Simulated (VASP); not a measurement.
# C (R-3m) in VASP: further runs

C is run at these levels: PBE; tasks: single point.

Program: VASP 6.6.1. These are calculated values, not measurements. Logs are shortened: lines on timing, memory, paths and dates and some standing lists are left out, and cuts for length are marked.

## 1. The cell of the first run

Symmetry: R-3m, No. 166, trigonal system. Conventional cell: a = 2.501 Å, b = 2.501 Å, c = 6.281 Å, α = 90.00°, β = 90.00°, γ = 120.00°. C (site symmetry 3m) has 4 C at 1.54 to 1.57 Å within 2.0 Å.

## 2. Single point, PBE

INCAR reads:

```
SYSTEM = C
ALGO = Normal
EDIFF = 1E-6
ENCUT = 520
GGA = PE
ISIF = 2
ISMEAR = 0
LASPH = .TRUE.
LCHARG = .FALSE.
LREAL = .FALSE.
LWAVE = .FALSE.
NBANDS = 11
NELM = 100
PREC = Accurate
SIGMA = 0.05
```

KPOINTS reads:

```
k-points
0
G
  10 10 10
  0 0 0
```

POSCAR reads:

```
C
1.0
    0.0297228333      1.7982314167      1.7982314167
    1.7982314167      0.0297228333      1.7982314167
    1.7982314167      1.7982314167      0.0297228333
C
2
Direct
    0.0000000000      0.0000000000      0.0000000000
    0.2500000000      0.2500000000      0.2500000000
```

Potentials or basis: VASP PAW PBE potentials, release 64 (C).

On the command line:

```console
cat potpaw_PBE.64/C/POTCAR > POTCAR
mpirun -np 1 vasp_std > vasp.out
```

OUTCAR:

```text
SYSTEM = C
   EDIFF = 1E-6
   ENCUT = 520
   GGA = PE
   ISIF = 2
   ISMEAR = 0
   LASPH = .TRUE.
   LREAL = .FALSE.
   NELM = 100
   PREC = Accurate

 ion  position               nearest neighbor table
   1  0.000  0.000  0.000-   2 1.54   2 1.54   2 1.54   2 1.57
   2  0.250  0.250  0.250-   1 1.54   1 1.54   1 1.54   1 1.57

  LATTYP: Found a trigonal (rhomboedric) cell.
 ALAT       =     2.5432569479
 COS(alpha) =     0.5164583760

  Lattice vectors:

 A1 = (   0.0297228333,   1.7982314167,   1.7982314167)
 A2 = (   1.7982314167,   0.0297228333,   1.7982314167)
 A3 = (   1.7982314167,   1.7982314167,   0.0297228333)

Analysis of symmetry for initial positions (statically):
=====================================================================
 Subroutine PRICEL returns:
 Original cell was already a primitive cell.

 Routine SETGRP: Setting up the symmetry group for a
 trigonal (rhombohedral) supercell.

 Subroutine GETGRP returns: Found 12 space group operations
 (whereof  6 operations were pure point group operations)
 out of a pool of 12 trial point group operations.

The static configuration has the point symmetry C_3v.
 The point group associated with its full space group is D_3d.

Analysis of symmetry for dynamics (positions and initial velocities):
=====================================================================
 Subroutine PRICEL returns:
 Original cell was already a primitive cell.

 Routine SETGRP: Setting up the symmetry group for a
 trigonal (rhombohedral) supercell.

 Subroutine GETGRP returns: Found 12 space group operations
 (whereof  6 operations were pure point group operations)
 out of a pool of 12 trial point group operations.

The dynamic configuration has the point symmetry C_3v.
 The point group associated with its full space group is D_3d.

 Subroutine INISYM returns: Found 12 space group operations
 (whereof  6 operations are pure point group operations),
 and found     1 'primitive' translations

----------------------------------------------------------------------------------------

                                     Primitive cell

  volume of cell :      11.3413

  direct lattice vectors                    reciprocal lattice vectors
     0.029722833  1.798231417  1.798231417    -0.285041512  0.280406691  0.280406691
     1.798231417  0.029722833  1.798231417     0.280406691 -0.285041512  0.280406691
     1.798231417  1.798231417  0.029722833     0.280406691  0.280406691 -0.285041512

[... 85 lines left out ...]
   EDIFFG = 0.1E-04   stopping-criterion for IOM
   NSW    =      0    number of steps for IOM
   IBRION =     -1    ionic relax: 0-MD 1-quasi-New 2-CG
   NFREE  =      0    steps in history (QN), initial steepest desc. (CG)
   ISIF   =      2    stress and relaxation
   ISYM   =      2    0-nonsym 1-usesym 2-fastsym
   POTIM  = 0.5000    time-step for ionic-motion
   TEBEG  =    0.0;   TEEND  =   0.0 temperature during run
   PSTRESS=    0.0 pullay stress
   NELECT =       8.0000    total number of electrons
   NUPDOWN=      -1.0000    fix difference up-down
   EMIN   =  10.00;   EMAX   =-10.00  energy-range for DOS
   EFERMI =   0.00;   METHOD = LEGACY
   ISMEAR =     0;   SIGMA  =   0.05  broadening in eV -4-tet -1-fermi 0-gaus
   EFERMI_NEDOS =   21; number of points for ismear=-14 and -15
   IALGO  =     38    algorithm
   IMIX   =      4    mixing-type and parameters
     AMIX     =   0.40;   BMIX     =  1.00
     AMIX_MAG =   1.60;   BMIX_MAG =  1.00
  volume/ion in A,a.u.               =       5.67        38.27
  Fermi-wavevector in a.u.,A,eV,Ry     =   1.457304  2.753904 28.895152  2.123734
  Thomas-Fermi vector in A             =   2.574121
   LORBIT       =      0    0 simple, 1 ext, 2 COOP (PROOUT), +10 PAW based schemes
   GGA     = PE    functional components
   LHFCALC =     F    Hartree Fock is set to
   AEXX    =    0.0000 exact exchange contribution
   IVDW    =     0    specifies the selected vdW correction
   LEPSILON=     F    determine dielectric tensor
   LRPA    =     F    only Hartree local field effects (RPA)
 non-spin polarized calculation
 Gauss-broadening in eV      SIGMA  =   0.05
  energy-cutoff  :      520.00
  volume of cell :       11.34
 maximum number of plane-waves:       315
   NGX =  9   NGY =  9   NGZ =  9

 number of electron       7.9999999 magnetization

 Free energy of the ion-electron system (eV)
  ---------------------------------------------------
  ext. energy  EPLUGINS =         0.00000000
  ---------------------------------------------------
  free energy    TOTEN  =       -18.16864638 eV

  energy without entropy =      -18.16864638  energy(sigma->0) =      -18.16864638

 E-fermi :  10.1074     XC(G=0): -13.2518

 val. band max:        9.7409072766   @ k =   0.0000   0.0000   0.0000
 cond. band min:      13.8619256567   @ k =   0.4000   0.4000  -0.0000
 fundamental gap:      4.1210183801
 Fermi energy:        10.1073821514

 k-point     1 :       0.0000    0.0000    0.0000
  band No.  band energies     occupation
      1     -11.7500      2.00000
      2       9.7101      2.00000
      3       9.7409      2.00000
      4       9.7409      2.00000
      5      14.7827      0.00000
      6      15.5759      0.00000
      7      15.5759      0.00000
      8      23.1255      0.00000
      9      29.0442      0.00000
     10      36.2820      0.00000
     11      36.2820      0.00000
[... 309 lines left out ...]
 k-point    24 :       0.4000    0.3000   -0.0000
  band No.  band energies     occupation
      1      -7.1548      2.00000
      2       1.7315      2.00000
      3       3.8215      2.00000
      4       4.2318      2.00000
      5      14.4277      0.00000
      6      17.8933      0.00000
      7      23.6577      0.00000
      8      23.9828      0.00000
      9      31.5383      0.00000
     10      32.5792      0.00000
     11      40.3771      0.00000

 [... further k-points ...]
[... 5 lines left out ...]
  --------------------------------------------------------------------------------------
  -------------------------------------------------------------------------------------
  Total        0.2049943      0.2049943      0.2049943     -0.6596786     -0.6596786     -0.6596786
  in kB       28.9592965     28.9592965     28.9592965    -93.1919884    -93.1919884    -93.1919884
  external PRESSURE =      28.9592965 kB  Pullay stress =       0.0000000 kB

 VOLUME and BASIS-vectors are now :
 -----------------------------------------------------------------------------
  energy-cutoff  :      520.00
  volume of cell :       11.34
      direct lattice vectors                 reciprocal lattice vectors
     0.029722833  1.798231417  1.798231417    -0.285041512  0.280406691  0.280406691
     1.798231417  0.029722833  1.798231417     0.280406691 -0.285041512  0.280406691
     1.798231417  1.798231417  0.029722833     0.280406691  0.280406691 -0.285041512

 POSITION                                       TOTAL-FORCE (eV/Angst)
 -----------------------------------------------------------------------------------
      0.00000      0.00000      0.00000         0.032491      0.032491      0.032491
      0.90655      0.90655      0.90655        -0.032491     -0.032491     -0.032491
 -----------------------------------------------------------------------------------
    total drift:                               -0.000000     -0.000000     -0.000000

  FREE ENERGIE OF THE ION-ELECTRON SYSTEM (eV)
  ---------------------------------------------------
  free  energy   TOTEN  =       -18.1686463816 eV

  energy  without entropy=      -18.1686463816  energy(sigma->0) =      -18.16864638
```

Wall time 13 s (1 thread of AMD EPYC 7R43 (Zen 3), shared host); peak memory 0.08 GiB.

Results:

* Free energy: -18.1686 eV
* Pressure: 2.9 GPa
* Largest force: 0.056 eV/Å
* Band gap on the k mesh: 4.12 eV, indirect (least direct gap 5.04 eV)

Forces in eV/Å, atoms in the order of the input:
```
C    0.032  0.032  0.032
C   -0.032 -0.032 -0.032
```

Stress tensor (GPa, compression positive):
```
 2.90 -9.32 -9.32
-9.32  2.90 -9.32
-9.32 -9.32  2.90
```

Levels at points of the mesh, in eV from the valence-band top:
| k point | band 1 | band 2 | band 3 | band 4 | band 5 | band 6 | band 7 | band 8 |
| --- | --- | --- | --- | --- | --- | --- | --- | --- |
| (0.00, 0.00, 0.00) | -21.49 | -0.03 | 0.00 | 0.00 | 5.04 | 5.84 | 5.84 | 13.38 |
| (0.50, 0.00, 0.00) | -15.59 | -13.39 | -2.92 | -2.85 | 7.97 | 8.67 | 8.83 | 15.68 |
| (0.50, 0.50, 0.00) | -12.87 | -12.68 | -6.46 | -6.14 | 4.43 | 5.08 | 16.76 | 16.78 |
| (0.50, 0.50, 0.50) | -16.06 | -13.36 | -2.58 | -2.58 | 8.59 | 8.59 | 9.41 | 15.70 |

A k mesh can miss the band edges.

## 3. Single point, PBE

INCAR reads:

```
SYSTEM = C
PREC = Accurate
ENCUT = 520
EDIFF = 1E-6
ISMEAR = 0
SIGMA = 0.05
LREAL = .False.
LASPH = .True.
NELM = 60
ALGO = Normal
ISIF = 2
LWAVE = .False.
LCHARG = .True.
GGA = PE
LELF = .True.
LVHAR = .True.
NBANDS = 11
```

KPOINTS reads:

```
regular mesh
0
Gamma
  10 10 10
  0 0 0
```

POSCAR reads:

```
C
1.0
    0.0594456667      1.8130928333      1.8130928333
    1.8130928333      0.0594456667      1.8130928333
    1.8130928333      1.8130928333      0.0594456667
C
2
Direct
    0.0000000000      0.0000000000      0.0000000000
    0.2500000000      0.2500000000      0.2500000000
```

Potentials or basis: VASP PAW PBE potentials, release 64 (C).

On the command line:

```console
cat potpaw_PBE.64/C/POTCAR > POTCAR
mpirun -np 1 vasp_std > vasp.out
```

It took 17 s on 1 thread of AMD EPYC 7R43 (Zen 3), shared host; peak memory 0.09 GiB.

Results (log left out):

- Free energy: -18.1201 eV
- Pressure: 4.2 GPa
- Largest force: 0.046 eV/Å
- Band gap on the k mesh: 4.00 eV, indirect (least direct gap 4.43 eV)

Forces on the atoms (eV/Å):
```
C    0.027  0.027  0.027
C   -0.027 -0.027 -0.027
```

Stress tensor (GPa, compression positive):
```
  4.18 -18.31 -18.31
-18.31   4.18 -18.31
-18.31 -18.31   4.18
```

Levels at points of the mesh, in eV from the valence-band top:
```csv
k point,band 1,band 2,band 3,band 4,band 5,band 6,band 7,band 8
"(0.00, 0.00, 0.00)",-21.53,-0.11,0.00,0.00,4.43,6.07,6.07,13.53
"(0.50, 0.00, 0.00)",-15.51,-13.43,-3.03,-2.91,7.40,8.87,8.90,15.66
"(0.50, 0.50, 0.00)",-12.98,-12.64,-6.62,-6.00,4.11,5.39,16.60,16.74
"(0.50, 0.50, 0.50)",-16.43,-13.36,-2.38,-2.38,8.72,8.72,9.98,15.62
```

A k mesh can miss the band edges. A hybrid or GW would open this gap; PBE tends to underestimate it.

## 4. Single point, PBE

INCAR reads:

```
SYSTEM = C
PREC = Accurate ; ENCUT = 520
EDIFF = 1E-6 ; ISMEAR = 0
SIGMA = 0.05 ; LREAL = .False.
LASPH = .True. ; NELM = 80
ALGO = Normal ; ISIF = 2
LWAVE = .False. ; LCHARG = .False.
GGA = PE ; NBANDS = 11
```

KPOINTS is that of step 3.

POSCAR reads:

```
C
1.0
    0.0891685000      1.8279542500      1.8279542500
    1.8279542500      0.0891685000      1.8279542500
    1.8279542500      1.8279542500      0.0891685000
C
2
Direct
    0.0000000000      0.0000000000      0.0000000000
    0.2500000000      0.2500000000      0.2500000000
```

Potentials or basis: VASP PAW PBE potentials, release 64 (C).

On the command line:

```console
cat potpaw_PBE.64/C/POTCAR > POTCAR
mpirun -np 1 vasp_std > vasp.out
```

OUTCAR:

```text
SYSTEM = C
   PREC = Accurate
   ENCUT = 520
   EDIFF = 1E-6
   ISMEAR = 0
   LREAL = .False.
   LASPH = .True.
   NELM = 80
   ISIF = 2
   GGA = PE

 ion  position               nearest neighbor table
   1  0.000  0.000  0.000-   2 1.52   2 1.52   2 1.52   2 1.62
   2  0.250  0.250  0.250-   1 1.52   1 1.52   1 1.52   1 1.62

  LATTYP: Found a trigonal (rhomboedric) cell.
 ALAT       =     2.5866550797
 COS(alpha) =     0.5481283422

  Lattice vectors:

[... 515 lines left out ...]
      5      14.1912      0.00000
      6      18.3318      0.00000
      7      23.2376      0.00000
      8      24.2298      0.00000
      9      31.6776      0.00000
     10      32.6989      0.00000
     11      40.1439      0.00000

 [... further k-points ...]
[... 5 lines left out ...]
  --------------------------------------------------------------------------------------
  -------------------------------------------------------------------------------------
  Total        0.4424409      0.4424409      0.4424409     -1.9114581     -1.9114581     -1.9114581
  in kB       62.6055624     62.6055624     62.6055624   -270.4721008   -270.4721008   -270.4721008
  external PRESSURE =      62.6055624 kB  Pullay stress =       0.0000000 kB

 VOLUME and BASIS-vectors are now :
 -----------------------------------------------------------------------------
  energy-cutoff  :      520.00
  volume of cell :       11.32
      direct lattice vectors                 reciprocal lattice vectors
     0.089168500  1.827954250  1.827954250    -0.294403587  0.280710397  0.280710397
     1.827954250  0.089168500  1.827954250     0.280710397 -0.294403587  0.280710397
     1.827954250  1.827954250  0.089168500     0.280710397  0.280710397 -0.294403587

 POSITION                                       TOTAL-FORCE (eV/Angst)
 -----------------------------------------------------------------------------------
      0.00000      0.00000      0.00000        -0.013340     -0.013340     -0.013340
      0.93627      0.93627      0.93627         0.013340      0.013340      0.013340
 -----------------------------------------------------------------------------------
    total drift:                                0.000000      0.000000      0.000000

  FREE ENERGIE OF THE ION-ELECTRON SYSTEM (eV)
  ---------------------------------------------------
  free  energy   TOTEN  =       -18.0410998755 eV

  energy  without entropy=      -18.0410998755  energy(sigma->0) =      -18.04109988
```

OSZICAR:

```text
N       E                     dE             d eps       ncg     rms          rms(c)
DAV:   1     0.906452304545E+00    0.90645E+00   -0.49185E+03  2598   0.729E+02
DAV:   2    -0.183002861253E+02   -0.19207E+02   -0.18377E+02  3299   0.123E+02
DAV:   3    -0.187058472638E+02   -0.40556E+00   -0.40457E+00  2954   0.136E+01
DAV:   4    -0.187065359042E+02   -0.68864E-03   -0.68862E-03  2786   0.695E-01
DAV:   5    -0.187065367073E+02   -0.80309E-06   -0.80309E-06  2888   0.225E-02    0.563E+00
DAV:   6    -0.182062869872E+02    0.50025E+00   -0.26961E-01  2648   0.369E+00    0.335E+00
DAV:   7    -0.180392016152E+02    0.16709E+00   -0.32944E-01  2795   0.412E+00    0.780E-01
DAV:   8    -0.180410429413E+02   -0.18413E-02   -0.95216E-03  2654   0.739E-01    0.438E-02
DAV:   9    -0.180410763606E+02   -0.33419E-04   -0.59119E-05  3119   0.630E-02    0.247E-02
DAV:  10    -0.180410995288E+02   -0.23168E-04   -0.16375E-05  2715   0.353E-02    0.527E-03
DAV:  11    -0.180410998755E+02   -0.34663E-06   -0.77436E-07  3053   0.804E-03
   1 F= -.18041100E+02 E0= -.18041100E+02  d E =-.110706E-22
```

stdout:

```text
POSCAR found type information on POSCAR C
 POSCAR found :  1 types and       2 ions
 scaLAPACK will be used
 LDA part: xc-table for (Slater+PW92), standard interpolation
 POSCAR, INCAR and KPOINTS ok, starting setup
 FFT: planning ... GRIDC
 FFT: planning ... GRID_SOFT
 FFT: planning ... GRID
 WAVECAR not read
 entering main loop
```

Wall time 11 s (1 thread of AMD EPYC 7R43 (Zen 3), shared host); peak memory 0.09 GiB.

What came out:

| Quantity | Value |
| --- | --- |
| Free energy | -18.0411 eV |
| Pressure | 6.3 GPa |
| Largest force | 0.023 eV/Å |
| Band gap on the k mesh | 3.78 eV, direct |

Forces on the atoms (eV/Å):
```
C   -0.013 -0.013 -0.013
C    0.013  0.013  0.013
```

Levels at points of the mesh, in eV from the valence-band top:
| k point | band 1 | band 2 | band 3 | band 4 | band 5 | band 6 | band 7 | band 8 |
| --- | --- | --- | --- | --- | --- | --- | --- | --- |
| (0.00, 0.00, 0.00) | -21.59 | -0.23 | 0.00 | 0.00 | 3.78 | 6.29 | 6.29 | 13.74 |
| (0.50, 0.00, 0.00) | -15.44 | -13.49 | -3.14 | -2.98 | 6.84 | 8.98 | 9.07 | 15.63 |
| (0.50, 0.50, 0.00) | -13.11 | -12.62 | -6.77 | -5.88 | 3.80 | 5.69 | 16.34 | 16.68 |
| (0.50, 0.50, 0.50) | -16.80 | -13.38 | -2.19 | -2.19 | 8.83 | 8.83 | 10.54 | 15.47 |

A k mesh can miss the band edges.

## 5. Overview

```tsv
cell	gap on the mesh (eV)	pressure (GPa)	largest force (eV/Å)
a = 2.543 Å, angles 58.9°, 2 atoms	4.12	2.9	0.06
a = 2.565 Å, angles 57.8°, 2 atoms	4.00	4.2	0.05
a = 2.587 Å, angles 56.8°, 2 atoms	3.78	6.3	0.02
```

Alike in all rows: task single point; level PBE; potentials or basis VASP PAW PBE potentials, release 64 (C); no spin polarisation; k mesh 10 × 10 × 10; cutoff (eV) 520; smearing gaussian 0.05 eV.

Absolute energies hang on the potentials; compare differences alone.
